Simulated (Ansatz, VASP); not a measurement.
Two plane-wave programs on KBr

File INCAR:

```
SYSTEM = KBr
PREC     = Accurate       ! precision mode
ENCUT    = 520            ! plane-wave cutoff, eV
EDIFF    = 1E-7           ! SCF threshold, eV
ISMEAR   = 0              ! smearing method
SIGMA    = 0.05           ! smearing width, eV
LREAL    = .FALSE.        ! projectors in reciprocal space
LASPH    = .TRUE.         ! aspherical terms in the spheres
NELM     = 80             ! most SCF steps
ALGO     = Normal         ! electronic algorithm
ISIF     = 2              ! what is computed and relaxed
LWAVE    = .FALSE.        ! write WAVECAR
LCHARG   = .FALSE.        ! write CHGCAR
GGA      = CA             ! functional
NBANDS   = 15             ! bands
```

KPOINTS

```
regular mesh
0
G
  6 6 6
  0 0 0
```

POSCAR

```
KBr
1.0
    4.0434990000      0.0000000000      0.0000000000
    0.0000000000      4.0434990000      0.0000000000
    0.0000000000      0.0000000000      4.0434990000
K Br
1 1
Direct
   -0.0524624921     -0.0524624921     -0.0370965839
    0.5000000000      0.5000000000      0.5000000000
```

Input for Ansatz:

```yaml
crystal:
  lattice:
    - [4.043499, 0.0, 0.0]
    - [0.0, 4.043499, 0.0]
    - [0.0, 0.0, 4.043499]
  atoms:
    - { symbol: K, position: [-0.0524624921, -0.0524624921, -0.0370965839] }
    - { symbol: Br, position: [0.5, 0.5, 0.5] }
basis:
  ecutwfc: 420
kpoints:
  mp_grid: { grid: [6, 6, 6] }
hamiltonian:
  xc: lda
scf:
  occupations: { method: gaussian, width: 0.05 }
output:
  forces: true
  stress: true
  eigenvalues: true
```

Alike in both runs: task single point; functional LDA; k mesh 6 × 6 × 6; occupations gaussian, width 0.05 eV; no spin polarisation.

```csv
,VASP,Ansatz
version,VASP 6.6.1,Ansatz 0.2.0
potentials or method,"VASP PAW LDA potentials, release 64 (K_sv, Br), cutoff 520 eV","scalar-relativistic, plane waves, PAW"
valence electrons in the cell,16,16
```

|  | VASP | Ansatz | Ansatz less VASP |
| --- | --- | --- | --- |
| gap on the k mesh at the Fermi level (eV) | 3.53 | 3.52 | -0.009 |
| least direct gap on the mesh (eV) | 3.77 | 3.76 | -0.010 |
| pressure (GPa) | -2.1 | -2.1 | -0.05 |
| traceless stress, the component that is largest in VASP (GPa) | 0.40 | 0.39 | -0.008 |
| rms of the force components (eV/Å) | 0.095 | 0.090 | -0.0043 |

LDA's correlation is that of Perdew and Zunger in VASP and of Perdew and Wang (1992) in Ansatz. Atom by atom the forces differ by 0.004 eV/Å (rms over components).
